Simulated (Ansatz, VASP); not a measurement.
# Li3P2 in VASP and in Ansatz

File INCAR:

```
SYSTEM = Li3P2
  PREC = Accurate
  ENCUT = 600
  EDIFF = 1E-6
  ISMEAR = 0
  SIGMA = 0.1
  LREAL = .FALSE.
  LASPH = .TRUE.
  NELM = 80
  ALGO = Normal
  ISIF = 3
  LWAVE = .FALSE.
  LCHARG = .FALSE.
  GGA = PE
  IBRION = 2
  NSW = 100
  EDIFFG = -0.01
```

Contents of KPOINTS:

```
Automatic mesh
0
G
  12 12 8
  0 0 0
```

Contents of POSCAR:

```
Li3P2
1.0
    4.2013825401      0.0000000000      0.0000000000
   -2.1006912700      3.6385040107      0.0000000000
    0.0000000000      0.0000000000      5.1368206715
Li P
3 2
Direct
    0.0000000000      0.0000000000      0.0000000000
    0.3333333333      0.6666666667      0.6838233437
    0.6666666667      0.3333333333      0.3161766563
    0.3333333333      0.6666666667      0.1983263221
    0.6666666667      0.3333333333      0.8016736779
```

Input for Ansatz:

```yaml
crystal:
  lattice:
    - [4.2013825401, 0.0, 0.0]
    - [-2.10069127, 3.6385040107, 0.0]
    - [0.0, 0.0, 5.1368206715]
  atoms:
    - { symbol: Li, position: [0.0, 0.0, 0.0] }
    - { symbol: Li, position: [0.3333333333, 0.6666666667, 0.6838233437] }
    - { symbol: Li, position: [0.6666666667, 0.3333333333, 0.3161766563] }
    - { symbol: P, position: [0.3333333333, 0.6666666667, 0.1983263221] }
    - { symbol: P, position: [0.6666666667, 0.3333333333, 0.8016736779] }
basis:
  ecutwfc: 420
kpoints:
  mp_grid: { grid: [12, 12, 8] }
hamiltonian:
  xc: pbe
scf:
  occupations: { method: gaussian, width: 0.1 }
output:
  forces: true
  stress: true
  eigenvalues: true
relax:
  adjacent_minimum: "off"
  f_tol: 0.01
  max_steps: 80
  cell: { stress_tol: 0.05 }
```

Alike in both runs: task relaxation of cell and atoms; functional PBE; k mesh 12 × 12 × 8; occupations gaussian, width 0.1 eV; no spin polarisation.

|  | VASP | Ansatz |
| --- | --- | --- |
| version | VASP 6.6.1 | Ansatz 0.2.0 |
| potentials or method | VASP PAW PBE potentials, release 64 (Li_sv, P), cutoff 600 eV | scalar-relativistic, plane waves, PAW |
| valence electrons in the cell | 19 | 19 |

```csv
,VASP,Ansatz,Ansatz less VASP
"gap on the k mesh at the Fermi level, each at its own relaxed structure (eV)",none,none,-
relaxed volume (Å³/atom),15.71,15.76,+0.054
relaxed length of the cell vector where the two differ most in proportion (Å),4.201,4.207,+0.0052
```

A gap of «none» marks a metal or a gap that the smearing closes.

Noted on VASP's run: the cutoff is under 1.25 times that of the potentials, so the pressure is a little rough; the relaxation stopped at its first step, so nothing moved.
